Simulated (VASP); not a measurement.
# EuO (Fm-3m) in VASP: single point with PBE+U

Aim: the single point of EuO with PBE+U.

All numbers are computed with VASP 6.6.1; they aren't measurements. Logs are shortened: lines on timing, memory, paths and dates and some standing lists are left out, and cuts for length are marked.

### Step 1. The cell of the first run

The structure is cubic, space group Fm-3m (No. 225). The conventional cell has a = 5.177 Å, b = 5.177 Å, c = 5.177 Å, α = 90.00°, β = 90.00°, γ = 90.00°. Within 3.4 Å of Eu (site symmetry m-3m) lie 6 O at 2.59 Å. Within 3.4 Å of O (site symmetry m-3m) lie 6 Eu at 2.59 Å.

### Step 2. Single point, PBE+U, collinear spin, ferromagnetic start

File INCAR:

```
SYSTEM = EuO
ALGO = Normal
EDIFF = 1E-6
ENCUT = 600
GGA = PE
GGA_COMPAT = .FALSE.
ISIF = 2
ISMEAR = -1
ISPIN = 2
LASPH = .TRUE.
LCHARG = .FALSE.
LDAU = .TRUE.
LDAUJ = 0 0
LDAUL = 3 -1
LDAUPRINT = 1
LDAUTYPE = 2
LDAUU = 6 0
LMAXMIX = 6
LORBIT = 11
LREAL = .FALSE.
LWAVE = .FALSE.
MAGMOM = 7.44 0
NBANDS = 22
NELM = 200
PREC = Accurate
SIGMA = 0.05
```

File KPOINTS:

```
k-points
0
G
  10 10 10
  0 0 0
```

File POSCAR:

```
EuO
1.0
    0.0000000000      2.5882963009      2.5882963009
    2.5882963009      0.0000000000      2.5882963009
    2.5882963009      2.5882963009      0.0000000000
Eu O
1 1
Direct
    0.0000000000      0.0000000000      0.0000000000
    0.5000000000      0.5000000000      0.5000000000
```

Potentials or basis: VASP PAW PBE potentials, release 64 (Eu, O).

Run with:

```console
cat potpaw_PBE.64/Eu/POTCAR potpaw_PBE.64/O/POTCAR > POTCAR
mpirun -np 1 vasp_std > vasp.out
```

OUTCAR:

```text
SYSTEM = EuO
   EDIFF = 1E-6
   ENCUT = 600
   GGA = PE
   ISIF = 2
   ISMEAR = -1
   ISPIN = 2
   LASPH = .TRUE.
   LORBIT = 11
   LREAL = .FALSE.
   NELM = 200
   PREC = Accurate

 ion  position               nearest neighbor table
   1  0.000  0.000  0.000-   2 2.59   2 2.59   2 2.59   2 2.59   2 2.59   2 2.59
   2  0.500  0.500  0.500-   1 2.59   1 2.59   1 2.59   1 2.59   1 2.59   1 2.59

  LATTYP: Found a face centered cubic cell.
 ALAT       =     5.1765926018

  Lattice vectors:

 A1 = (   0.0000000000,   2.5882963009,   2.5882963009)
 A2 = (   2.5882963009,   0.0000000000,   2.5882963009)
 A3 = (   2.5882963009,   2.5882963009,   0.0000000000)

Analysis of symmetry for initial positions (statically):
=====================================================================
 Subroutine PRICEL returns:
 Original cell was already a primitive cell.

 Routine SETGRP: Setting up the symmetry group for a
 face centered cubic supercell.

 Subroutine GETGRP returns: Found 48 space group operations
 (whereof 48 operations were pure point group operations)
 out of a pool of 48 trial point group operations.

The static configuration has the point symmetry O_h .

Analysis of symmetry for dynamics (positions and initial velocities):
=====================================================================
 Subroutine PRICEL returns:
 Original cell was already a primitive cell.

 Routine SETGRP: Setting up the symmetry group for a
 face centered cubic supercell.

 Subroutine GETGRP returns: Found 48 space group operations
 (whereof 48 operations were pure point group operations)
 out of a pool of 48 trial point group operations.

The dynamic configuration has the point symmetry O_h .

Analysis of structural, dynamic, and magnetic symmetry:
=====================================================================
 Subroutine PRICEL returns:
 Original cell was already a primitive cell.

 Routine SETGRP: Setting up the symmetry group for a
 face centered cubic supercell.

 Subroutine GETGRP returns: Found 48 space group operations
 (whereof 48 operations were pure point group operations)
 out of a pool of 48 trial point group operations.

The overall configuration has the point symmetry O_h .

 Subroutine INISYM returns: Found 48 space group operations
 (whereof 48 operations are pure point group operations),
 and found     1 'primitive' translations

----------------------------------------------------------------------------------------

                                     Primitive cell

  volume of cell :      34.6794

  direct lattice vectors                    reciprocal lattice vectors
     0.000000000  2.588296301  2.588296301    -0.193177265  0.193177265  0.193177265
     2.588296301  0.000000000  2.588296301     0.193177265 -0.193177265  0.193177265
     2.588296301  2.588296301  0.000000000     0.193177265  0.193177265 -0.193177265

  length of vectors
     3.660403732  3.660403732  3.660403732     0.334592838  0.334592838  0.334592838

  position of ions in fractional coordinates (direct lattice)
     0.000000000  0.000000000  0.000000000
     0.500000000  0.500000000  0.500000000

  ion indices of the primitive-cell ions
   primitive index   ion index
                 1           1
                 2           2

----------------------------------------------------------------------------------------

 KPOINTS: k-points

Automatic generation of k-mesh.
 Grid dimensions read from file:
 generate k-points for:   10   10   10

 Generating k-lattice:

  Cartesian coordinates                     Fractional coordinates (reciprocal lattice)
    -0.019317726  0.019317726  0.019317726     0.100000000  0.000000000  0.000000000
[... 57 lines left out ...]
   ENCUT  =  600.0 eV  44.10 Ry    6.64 a.u.   7.31  7.31  7.31*2*pi/ulx,y,z
   NELM   =    200;   NELMIN=  2; NELMDL= -5     # of ELM steps
   EDIFF  = 0.1E-05   stopping-criterion for ELM
   LREAL  =      F    real-space projection
   EDIFFG = 0.1E-04   stopping-criterion for IOM
   NSW    =      0    number of steps for IOM
   IBRION =     -1    ionic relax: 0-MD 1-quasi-New 2-CG
   NFREE  =      0    steps in history (QN), initial steepest desc. (CG)
   ISIF   =      2    stress and relaxation
   ISYM   =      2    0-nonsym 1-usesym 2-fastsym
   POTIM  = 0.5000    time-step for ionic-motion
   TEBEG  =    0.0;   TEEND  =   0.0 temperature during run
   PSTRESS=    0.0 pullay stress
   NELECT =      23.0000    total number of electrons
   NUPDOWN=      -1.0000    fix difference up-down
   EMIN   =  10.00;   EMAX   =-10.00  energy-range for DOS
   EFERMI =   0.00;   METHOD = LEGACY
   ISMEAR =    -1;   SIGMA  =   0.05  broadening in eV -4-tet -1-fermi 0-gaus
   EFERMI_NEDOS =   21; number of points for ismear=-14 and -15
   IALGO  =     38    algorithm
   IMIX   =      4    mixing-type and parameters
     AMIX     =   0.40;   BMIX     =  1.00
     AMIX_MAG =   1.60;   BMIX_MAG =  1.00
  volume/ion in A,a.u.               =      17.34       117.01
  Fermi-wavevector in a.u.,A,eV,Ry     =   1.427667  2.697899 27.731827  2.038232
  Thomas-Fermi vector in A             =   2.547811
   LORBIT       =     11    0 simple, 1 ext, 2 COOP (PROOUT), +10 PAW based schemes
 LDA+U is selected, type is set to LDAUTYPE =  2
   angular momentum for each species LDAUL =     3   -1
   U (eV)           for each species LDAUU =   6.0  0.0
   J (eV)           for each species LDAUJ =   0.0  0.0
   GGA     = PE    functional components
   LHFCALC =     F    Hartree Fock is set to
   AEXX    =    0.0000 exact exchange contribution
   IVDW    =     0    specifies the selected vdW correction
   LEPSILON=     F    determine dielectric tensor
   LRPA    =     F    only Hartree local field effects (RPA)
 spin polarized calculation
  energy-cutoff  :      600.00
  volume of cell :       34.68
 maximum number of plane-waves:      1185
 NGX is ok and might be reduce to    30
   NGX = 15   NGY = 15   NGZ = 15

atom =   1  type =  1  l = 3

 onsite density matrix

spin component  1

  0.9744 -0.0000 -0.0009 -0.0000 -0.0000  0.0000 -0.0000
 -0.0000  0.9642  0.0000  0.0000 -0.0000 -0.0000 -0.0000
 -0.0009  0.0000  0.9748  0.0000  0.0000 -0.0000 -0.0000
 -0.0000  0.0000  0.0000  0.9737 -0.0000  0.0000  0.0000
 -0.0000 -0.0000  0.0000 -0.0000  0.9748  0.0000  0.0009
  0.0000 -0.0000 -0.0000  0.0000  0.0000  0.9756  0.0000
 -0.0000 -0.0000 -0.0000  0.0000  0.0009  0.0000  0.9744

spin component  2

  0.0031  0.0000  0.0015  0.0000  0.0000  0.0000  0.0000
  0.0000  0.0000 -0.0000  0.0000  0.0000  0.0000 -0.0000
  0.0015 -0.0000  0.0024 -0.0000  0.0000  0.0000  0.0000
  0.0000  0.0000 -0.0000  0.0043  0.0000 -0.0000  0.0000
  0.0000  0.0000  0.0000  0.0000  0.0024  0.0000 -0.0015
  0.0000  0.0000  0.0000 -0.0000  0.0000  0.0012 -0.0000
  0.0000 -0.0000  0.0000  0.0000 -0.0015 -0.0000  0.0031

 occupancies and eigenvectors

  o =  0.0000  v =  0.0000  0.0000  0.0000  0.0000  0.0000  0.0000  0.0000  0.0000 -1.0000 -0.0000  0.0000  0.0000  0.0000  0.0000      0.0000  0.0000  0.0000  0.0000  0.0000  0.0000  0.0000  0.0000  0.0000  0.0000  0.0000  0.0000  0.0000  0.0000
  o =  0.0012  v =  0.0000  0.0000  0.0000  0.0000  0.0000  0.0000  0.0000  0.0020  0.0000 -0.0026  0.0000  0.0002  1.0000  0.0001      0.0000  0.0000  0.0000  0.0000  0.0000  0.0000  0.0000  0.0000  0.0000  0.0000  0.0000  0.0000  0.0000  0.0000
  o =  0.0012  v =  0.0000  0.0000  0.0000  0.0000  0.0000  0.0000  0.0000  0.6124  0.0000 -0.7906 -0.0000 -0.0024 -0.0033 -0.0018      0.0000  0.0000  0.0000  0.0000  0.0000  0.0000  0.0000  0.0000  0.0000  0.0000  0.0000  0.0000  0.0000  0.0000
  o =  0.0012  v =  0.0000  0.0000  0.0000  0.0000  0.0000  0.0000  0.0000  0.0018  0.0000 -0.0024 -0.0000  0.7906 -0.0002  0.6124      0.0000  0.0000  0.0000  0.0000  0.0000  0.0000  0.0000  0.0000  0.0000  0.0000  0.0000  0.0000  0.0000  0.0000
  o =  0.0043  v =  0.0000  0.0000  0.0000  0.0000  0.0000  0.0000  0.0000 -0.0008  0.0000 -0.0006  1.0000 -0.0004 -0.0000  0.0005      0.0000  0.0000  0.0000  0.0000  0.0000  0.0000  0.0000  0.0000  0.0000  0.0000  0.0000  0.0000  0.0000  0.0000
  o =  0.0043  v =  0.0000  0.0000  0.0000  0.0000  0.0000  0.0000  0.0000  0.0074  0.0000  0.0057  0.0006  0.6123  0.0000 -0.7905      0.0000  0.0000  0.0000  0.0000  0.0000  0.0000  0.0000  0.0000  0.0000  0.0000  0.0000  0.0000  0.0000  0.0000
  o =  0.0043  v =  0.0000  0.0000  0.0000  0.0000  0.0000  0.0000  0.0000 -0.7905 -0.0000 -0.6123 -0.0010  0.0057 -0.0000 -0.0074      0.0000  0.0000  0.0000  0.0000  0.0000  0.0000  0.0000  0.0000  0.0000  0.0000  0.0000  0.0000  0.0000  0.0000
  o =  0.9642  v = -0.0000 -1.0000 -0.0000  0.0000  0.0000 -0.0000  0.0000  0.0000  0.0000  0.0000  0.0000  0.0000  0.0000  0.0000      0.0000  0.0000  0.0000  0.0000  0.0000  0.0000  0.0000  0.0000  0.0000  0.0000  0.0000  0.0000  0.0000  0.0000
  o =  0.9737  v =  0.0139 -0.0000  0.0108  0.2797 -0.5878  0.0000  0.7589  0.0000  0.0000  0.0000  0.0000  0.0000  0.0000  0.0000      0.0000  0.0000  0.0000  0.0000  0.0000  0.0000  0.0000  0.0000  0.0000  0.0000  0.0000  0.0000  0.0000  0.0000
  o =  0.9737  v =  0.7904 -0.0000  0.6123 -0.0069  0.0100  0.0000 -0.0129  0.0000  0.0000  0.0000  0.0000  0.0000  0.0000  0.0000      0.0000  0.0000  0.0000  0.0000  0.0000  0.0000  0.0000  0.0000  0.0000  0.0000  0.0000  0.0000  0.0000  0.0000
  o =  0.9737  v = -0.0016 -0.0000 -0.0013 -0.9601 -0.1713 -0.0000  0.2212  0.0000  0.0000  0.0000  0.0000  0.0000  0.0000  0.0000      0.0000  0.0000  0.0000  0.0000  0.0000  0.0000  0.0000  0.0000  0.0000  0.0000  0.0000  0.0000  0.0000  0.0000
  o =  0.9756  v =  0.0519  0.0000 -0.0670 -0.0000  0.7455  0.3218  0.5775  0.0000  0.0000  0.0000  0.0000  0.0000  0.0000  0.0000      0.0000  0.0000  0.0000  0.0000  0.0000  0.0000  0.0000  0.0000  0.0000  0.0000  0.0000  0.0000  0.0000  0.0000
  o =  0.9756  v =  0.6101  0.0000 -0.7877  0.0000 -0.0609 -0.0366 -0.0472  0.0000  0.0000  0.0000  0.0000  0.0000  0.0000  0.0000      0.0000  0.0000  0.0000  0.0000  0.0000  0.0000  0.0000  0.0000  0.0000  0.0000  0.0000  0.0000  0.0000  0.0000
  o =  0.9756  v = -0.0060  0.0000  0.0077  0.0000  0.2559 -0.9461  0.1982  0.0000  0.0000  0.0000  0.0000  0.0000  0.0000  0.0000      0.0000  0.0000  0.0000  0.0000  0.0000  0.0000  0.0000  0.0000  0.0000  0.0000  0.0000  0.0000  0.0000  0.0000

 number of electron      22.9999998 magnetization       6.9999948

 Free energy of the ion-electron system (eV)
  ---------------------------------------------------
  ext. energy  EPLUGINS =         0.00000000
  ---------------------------------------------------
  free energy    TOTEN  =       -21.13582087 eV

  energy without entropy =      -21.13513313  energy(sigma->0) =      -21.13547700

 E-fermi :   3.6161     XC(G=0): -10.6539

 val. band max:        3.5783800145   @ k =   0.5000   0.5000   0.0000
 cond. band min:       3.8427902201   @ k =   0.4000   0.4000   0.0000
 fundamental gap:      0.2644102056
 Fermi energy:         3.6161470816

 spin component 1

 k-point     1 :       0.0000    0.0000    0.0000
  band No.  band energies     occupation
      1     -36.1487      1.00000
      2     -14.7411      1.00000
      3     -14.7411      1.00000
      4     -14.7411      1.00000
      5     -14.0212      1.00000
      6       0.5923      1.00000
[... 1193 lines left out ...]
     21      14.0177      0.00000
     22      17.4853      0.00000

 [... further k-points ...]
[... 5 lines left out ...]
  --------------------------------------------------------------------------------------
  -------------------------------------------------------------------------------------
  Total       -0.0925951     -0.0925951     -0.0925951      0.0000000     -0.0000000      0.0000000
  in kB       -4.2778626     -4.2778626     -4.2778626      0.0000000     -0.0000000      0.0000000
  external PRESSURE =      -4.2778626 kB  Pullay stress =       0.0000000 kB

 VOLUME and BASIS-vectors are now :
 -----------------------------------------------------------------------------
  energy-cutoff  :      600.00
  volume of cell :       34.68
      direct lattice vectors                 reciprocal lattice vectors
     0.000000000  2.588296301  2.588296301    -0.193177265  0.193177265  0.193177265
     2.588296301  0.000000000  2.588296301     0.193177265 -0.193177265  0.193177265
     2.588296301  2.588296301  0.000000000     0.193177265  0.193177265 -0.193177265

 POSITION                                       TOTAL-FORCE (eV/Angst)
 -----------------------------------------------------------------------------------
      0.00000      0.00000      0.00000        -0.000000     -0.000000     -0.000000
      2.58830      2.58830      2.58830         0.000000      0.000000      0.000000
 -----------------------------------------------------------------------------------
    total drift:                                0.000000      0.000000      0.000000

  FREE ENERGIE OF THE ION-ELECTRON SYSTEM (eV)
  ---------------------------------------------------
  free  energy   TOTEN  =       -21.1358208705 eV

  energy  without entropy=      -21.1351331298  energy(sigma->0) =      -21.13547700

 total charge

# of ion       s       p       d       f       tot
--------------------------------------------------
    1        2.032   5.800   0.292   6.820  14.943
    2        1.551   3.401   0.000   0.000   4.952
--------------------------------------------------
tot          3.583   9.201   0.292   6.820  19.895

 magnetization (x)

# of ion       s       p       d       f       tot
--------------------------------------------------
    1       -0.014  -0.114   0.067   6.788   6.728
    2       -0.004  -0.088   0.000   0.000  -0.092
--------------------------------------------------
tot         -0.019  -0.201   0.067   6.788   6.635
```

Wall time 2.3 min (1 thread of AMD EPYC 7R43 (Zen 3), shared host); peak memory 0.21 GiB.

What came out:

| Item | Value |
| --- | --- |
| Free energy | -21.1358 eV |
| Pressure | -0.4 GPa |
| Net moment | 7.00 μB per cell |
| Site moments | Eu +6.73; O -0.09 μB |
| Valence electrons inside the program's atomic spheres | Eu 14.94; O 4.95 |

Eigenvalues of the final occupation matrices:
```csv
site,spin,trace,eigenvalues
site 1 f,1,6.81,0.96 0.97 0.97 0.97 0.98 0.98 0.98
site 1 f,2,0.02,0.00 0.00 0.00 0.00 0.00 0.00 0.00
```

Caveat: spin-orbit coupling is left out, which moves the levels of the heavy elements; a cell with one magnetic atom can't hold antiferromagnetic order, which such compounds often take.
